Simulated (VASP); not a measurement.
# Sn (Immm) in VASP: single point with r2SCAN

Aim: the single point of Sn with r2SCAN.

Everything below comes from runs of VASP 6.6.1. Logs are shortened: lines on timing, memory, paths and dates and some standing lists are left out, and cuts for length are marked.

## (1) The cell of the first run

The typed cell holds 1 atom: a = 3.309 Å, b = 3.309 Å, c = 3.309 Å, α = 119.94°, β = 104.48°, γ = 104.53°.

## (2) Single point, r2SCAN

File POSCAR:

```
Sn
1.0
   -1.6560448908      2.0262905971      2.0253209700
    1.6560448908     -2.0262905971      2.0253209700
    1.6560448908      2.0262905971     -2.0253209700
Sn
1
Direct
    0.0000000000      0.0000000000      0.0000000000
```

File INCAR.step1:

```
ALGO     = Normal         # electronic algorithm
EDIFF    = 1E-4           # SCF threshold, eV
ENCUT    = 520            # plane-wave cutoff, eV
GGA      = PE             # functional
ISMEAR   = 0              # smearing method
LASPH    = T              # aspherical terms in the spheres
LCHARG   = F              # write CHGCAR
LREAL    = F              # projectors in reciprocal space
LWAVE    = T              # write WAVECAR
NBANDS   = 13             # bands
NELM     = 100            # most SCF steps
PREC     = Accurate       # precision mode
SIGMA    = 0.1            # smearing width, eV
```

File INCAR.step2:

```
ALGO     = Normal         # electronic algorithm
EDIFF    = 1E-7           # SCF threshold, eV
ENCUT    = 520            # plane-wave cutoff, eV
ISIF     = 2              # what is computed and relaxed
ISMEAR   = 0              # smearing method
ISTART   = 1            
LASPH    = T              # aspherical terms in the spheres
LCHARG   = F              # write CHGCAR
LMIXTAU  = T            
LREAL    = F              # projectors in reciprocal space
LWAVE    = F              # write WAVECAR
METAGGA  = R2SCAN         # meta-GGA
NBANDS   = 13             # bands
NELM     = 100            # most SCF steps
PREC     = Accurate       # precision mode
SIGMA    = 0.1            # smearing width, eV
```

File KPOINTS:

```
k-points
0
Gamma
  16 16 16
```

Potentials or basis: VASP PAW PBE potentials, release 64 (Sn_d).

Started as:

```sh
cat potpaw_PBE.64/Sn_d/POTCAR > POTCAR
cp INCAR.step1 INCAR
mpirun -np 1 vasp_std > vasp.out
cp INCAR.step2 INCAR
mpirun -np 1 vasp_std > vasp.out
```

OUTCAR:

```text
EDIFF = 1E-7
   ENCUT = 520
   ISIF = 2
   ISMEAR = 0
   ISTART = 1
   LASPH = T
   LREAL = F
   METAGGA = R2SCAN
   NELM = 100
   PREC = Accurate

 ion  position               nearest neighbor table
   1  0.000  0.000  0.000-

  LATTYP: Found a body centered orthorhombic cell.
 ALAT       =     3.3120897816
 B/A-ratio  =     1.2229867567
 C/A-ratio  =     1.2235722645

  Lattice vectors:

 A1 = (  -1.6560448908,  -2.0262905971,   2.0253209700)
 A2 = (   1.6560448908,  -2.0262905971,  -2.0253209700)
 A3 = (   1.6560448908,   2.0262905971,   2.0253209700)

Analysis of symmetry for initial positions (statically):
=====================================================================
 Subroutine PRICEL returns:
 Original cell was already a primitive cell.

 Routine SETGRP: Setting up the symmetry group for a
 body centered orthorhombic supercell.

 Subroutine GETGRP returns: Found  8 space group operations
 (whereof  8 operations were pure point group operations)
 out of a pool of  8 trial point group operations.

The static configuration has the point symmetry D_2h.

Analysis of symmetry for dynamics (positions and initial velocities):
=====================================================================
 Subroutine PRICEL returns:
 Original cell was already a primitive cell.

 Routine SETGRP: Setting up the symmetry group for a
 body centered orthorhombic supercell.

 Subroutine GETGRP returns: Found  8 space group operations
 (whereof  8 operations were pure point group operations)
 out of a pool of  8 trial point group operations.

The dynamic configuration has the point symmetry D_2h.

 Subroutine INISYM returns: Found  8 space group operations
 (whereof  8 operations are pure point group operations),
 and found     1 'primitive' translations

----------------------------------------------------------------------------------------

                                     Primitive cell

  volume of cell :      27.1849

  direct lattice vectors                    reciprocal lattice vectors
    -1.656044891  2.026290597  2.025320970     0.000000000  0.246756315  0.246874450
     1.656044891 -2.026290597  2.025320970     0.301924183  0.000000000  0.246874450
     1.656044891  2.026290597 -2.025320970     0.301924183  0.246756315  0.000000000

  length of vectors
     3.309118205  3.309118205  3.309118205     0.349049671  0.390006674  0.389931905

  position of ions in fractional coordinates (direct lattice)
     0.000000000  0.000000000  0.000000000

  ion indices of the primitive-cell ions
   primitive index   ion index
                 1           1

[... 81 lines left out ...]
   PSTRESS=    0.0 pullay stress
   NELECT =      14.0000    total number of electrons
   NUPDOWN=      -1.0000    fix difference up-down
   EMIN   =  10.00;   EMAX   =-10.00  energy-range for DOS
   EFERMI =   0.00;   METHOD = LEGACY
   ISMEAR =     0;   SIGMA  =   0.10  broadening in eV -4-tet -1-fermi 0-gaus
   EFERMI_NEDOS =   21; number of points for ismear=-14 and -15
   IALGO  =     38    algorithm
   IMIX   =      4    mixing-type and parameters
     AMIX     =   0.40;   BMIX     =  1.00
     AMIX_MAG =   1.60;   BMIX_MAG =  1.00
  volume/ion in A,a.u.               =      27.18       183.45
  Fermi-wavevector in a.u.,A,eV,Ry     =   1.312225  2.479746 23.428338  1.721934
  Thomas-Fermi vector in A             =   2.442632
   LORBIT       =      0    0 simple, 1 ext, 2 COOP (PROOUT), +10 PAW based schemes
   METAGGA = R2SCAN    functional components
   LHFCALC =     F    Hartree Fock is set to
   AEXX    =    0.0000 exact exchange contribution
   IVDW    =     0    specifies the selected vdW correction
   LEPSILON=     F    determine dielectric tensor
   LRPA    =     F    only Hartree local field effects (RPA)
 non-spin polarized calculation
 Gauss-broadening in eV      SIGMA  =   0.10
  energy-cutoff  :      520.00
  volume of cell :       27.18
 maximum number of plane-waves:       750
 NGX is ok and might be reduce to    28
   NGX = 13   NGY = 13   NGZ = 13

 number of electron      14.0000000 magnetization

 Free energy of the ion-electron system (eV)
  ---------------------------------------------------
  ext. energy  EPLUGINS =         0.00000000
  ---------------------------------------------------
  free energy    TOTEN  =       -24.51839689 eV

  energy without entropy =      -24.51594120  energy(sigma->0) =      -24.51716904

 E-fermi :   8.0173     XC(G=0): -11.2453

 val. band max:        8.0157537496   @ k =   0.1875   0.3125   0.0000
 cond. band min:       8.0175398882   @ k =   0.5000   0.3125   0.0000
 fundamental gap:      0.0017861385
 Fermi energy:         8.0172597883

 k-point     1 :       0.0000    0.0000    0.0000
  band No.  band energies     occupation
      1     -14.2713      2.00000
      2     -14.1842      2.00000
      3     -14.1841      2.00000
      4     -14.1805      2.00000
      5     -14.0570      2.00000
      6      -3.6562      2.00000
      7      15.1915      0.00000
      8      15.1927      0.00000
      9      18.0382      0.00000
     10      18.6367      0.00000
     11      20.3410      0.00000
     12      21.3262      0.00000
     13      21.3343      0.00000
[... 354 lines left out ...]
  band No.  band energies     occupation
      1     -14.2593      2.00000
      2     -14.1863      2.00000
      3     -14.1802      2.00000
      4     -14.1681      2.00000
      5     -14.0629      2.00000
      6      -3.4018      2.00000
      7      13.2660      0.00000
      8      15.0084      0.00000
      9      16.7369      0.00000
     10      19.5629      0.00000
     11      20.1056      0.00000
     12      20.5939      0.00000
     13      22.3212      0.00000

 [... further k-points ...]

------------------------ aborting loop because EDIFF is reached ----------------------------------------

  FORCE on cell =-STRESS in cart. coord.  units (eV):
  Direction    XX          YY          ZZ          XY          YZ          ZX
  --------------------------------------------------------------------------------------
  -------------------------------------------------------------------------------------
  Total       -0.0018300     -0.0087670     -0.0066216      0.0000000      0.0000000      0.0000000
  in kB       -0.1078513     -0.5166920     -0.3902521      0.0000000      0.0000000      0.0000000
  external PRESSURE =      -0.3382651 kB  Pullay stress =       0.0000000 kB

 VOLUME and BASIS-vectors are now :
 -----------------------------------------------------------------------------
  energy-cutoff  :      520.00
  volume of cell :       27.18
      direct lattice vectors                 reciprocal lattice vectors
    -1.656044891  2.026290597  2.025320970     0.000000000  0.246756315  0.246874450
     1.656044891 -2.026290597  2.025320970     0.301924183  0.000000000  0.246874450
     1.656044891  2.026290597 -2.025320970     0.301924183  0.246756315  0.000000000

 POSITION                                       TOTAL-FORCE (eV/Angst)
 -----------------------------------------------------------------------------------
      0.00000      0.00000      0.00000         0.000000      0.000000      0.000000
 -----------------------------------------------------------------------------------
    total drift:                               -0.000000     -0.000000     -0.000000

  FREE ENERGIE OF THE ION-ELECTRON SYSTEM (eV)
  ---------------------------------------------------
  free  energy   TOTEN  =       -24.5183968860 eV

  energy  without entropy=      -24.5159411955  energy(sigma->0) =      -24.51716904
```

OSZICAR.step1:

```text
N       E                     dE             d eps       ncg     rms          rms(c)
DAV:   1     0.801776385786E+02    0.80178E+02   -0.71984E+03 16668   0.161E+03
DAV:   2     0.181121962627E+01   -0.78366E+02   -0.75919E+02 17096   0.338E+02
DAV:   3    -0.367688625556E+01   -0.54881E+01   -0.54697E+01 19340   0.729E+01
DAV:   4    -0.378987900392E+01   -0.11299E+00   -0.11297E+00 19063   0.112E+01
DAV:   5    -0.379374458152E+01   -0.38656E-02   -0.38655E-02 20980   0.201E+00    0.135E+00
DAV:   6    -0.378430181312E+01    0.94428E-02   -0.10134E-02 20576   0.173E+00    0.751E-01
DAV:   7    -0.378121911619E+01    0.30827E-02   -0.67250E-03 20436   0.136E+00    0.983E-02
DAV:   8    -0.378110526647E+01    0.11385E-03   -0.70217E-04 19796   0.443E-01    0.228E-02
DAV:   9    -0.378110440264E+01    0.86383E-06   -0.10764E-05 10093   0.482E-02
   1 F= -.37811044E+01 E0= -.37797238E+01  d E =-.276118E-02
```

It took 9.1 min on 1 thread of Intel Xeon Platinum 8488C (Sapphire Rapids), shared host; peak memory 0.33 GiB.

What came out:

```
Free energy            : -24.5184 eV
Pressure               : 0.0 GPa
Band gap on the k mesh : zero (bands 7 and 8 overlap by 9.49 eV)
```

Caveat: the PAW data sets were made with another functional, which shifts forces and pressure a little; spin-orbit coupling is left out, which moves the levels of the heavy elements.
